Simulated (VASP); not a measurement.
Set up this calculation in VASP 6.6.1, as the native input.

* Task: relaxation of cell and atoms
* Functional: PBE
* Potentials or basis: VASP PAW PBE potentials, release 64 (Si, H, C)
* Cutoff: 600 eV
* k mesh: 6 × 6 × 6
* Occupations: gaussian, width 0.1 eV
* Spin: no spin polarisation
* Dipole correction: no
* Further INCAR settings: ALGO = Normal; EDIFF = 1e-07; IBRION = 2; EDIFFG = -0.04; NSW = 90; ISIF = 3

The structure of SiHC lies in POSCAR:

```
SiHC
1.0
    4.2684053400      0.0000000000      0.0000000000
   -2.1342026700      3.6965474600      0.0000000000
    0.0000000000      0.0000000000      2.8019655900
Si H C
1 1 1
Direct
    0.3333333300      0.6666666700      0.5000000000
    0.6666666700      0.3333333300      0.0000000000
    0.6666666700      0.3333333300      0.5000000000
```

The cell was generated, and may not be a known phase.

These files were run (other wordings do the same):

INCAR

```
SYSTEM = SiHC
ALGO     = Normal         ! electronic algorithm
EDIFF    = 1E-7           ! SCF threshold, eV
EDIFFG   = -0.04          ! ionic threshold
ENCUT    = 600            ! plane-wave cutoff, eV
GGA      = PE             ! functional
IBRION   = 2              ! ionic algorithm
ISIF     = 3              ! what is computed and relaxed
ISMEAR   = 0              ! smearing method
LASPH    = .TRUE.         ! aspherical terms in the spheres
LCHARG   = .FALSE.        ! write CHGCAR
LREAL    = .FALSE.        ! projectors in reciprocal space
LWAVE    = .FALSE.        ! write WAVECAR
NELM     = 80             ! most SCF steps
NSW      = 90             ! ionic steps
PREC     = Accurate       ! precision mode
SIGMA    = 0.1            ! smearing width, eV
```

KPOINTS

```
k-points
0
G
  6 6 6
  0 0 0
```

Potentials or basis: VASP PAW PBE potentials, release 64 (Si, H, C).

The run is started by

```bash
$ cat potpaw_PBE.64/Si/POTCAR potpaw_PBE.64/H/POTCAR potpaw_PBE.64/C/POTCAR > POTCAR
$ mpirun -np 1 vasp_std > vasp.out
```

Results of the run:

```json
{
 "Relaxed volume": "8.78 Å³/atom",
 "Relaxed cell": "a = 3.260 Å, b = 3.260 Å, c = 2.860 Å, α = 90.00°, β = 90.00°, γ = 120.00°",
 "Space group after relaxing (to 0.1 Å)": "P-6m2 (No. 187)",
 "Energy gained by relaxing": "802.5 meV/atom",
 "Ionic steps": "12",
 "Pressure after relaxing": "-0.1 GPa",
 "Band gap on the k mesh": "zero (an odd number of electrons rules out a gap without spin polarisation)"
}
```

Caveat: the k points lie up to 0.37 Å⁻¹ apart in the final cell, too coarse for converged energies and pressures of a metal; the volume moved by over 15 % at a fixed basis, so the end points are rough; an odd number of electrons without spin polarisation forces a metal; a magnetic or distorted state may lie lower.

Run time: 71 s on 1 thread of AMD EPYC 9R45 96-Core Processor (Zen 5), with other jobs on the host, peak memory 0.16 GiB.
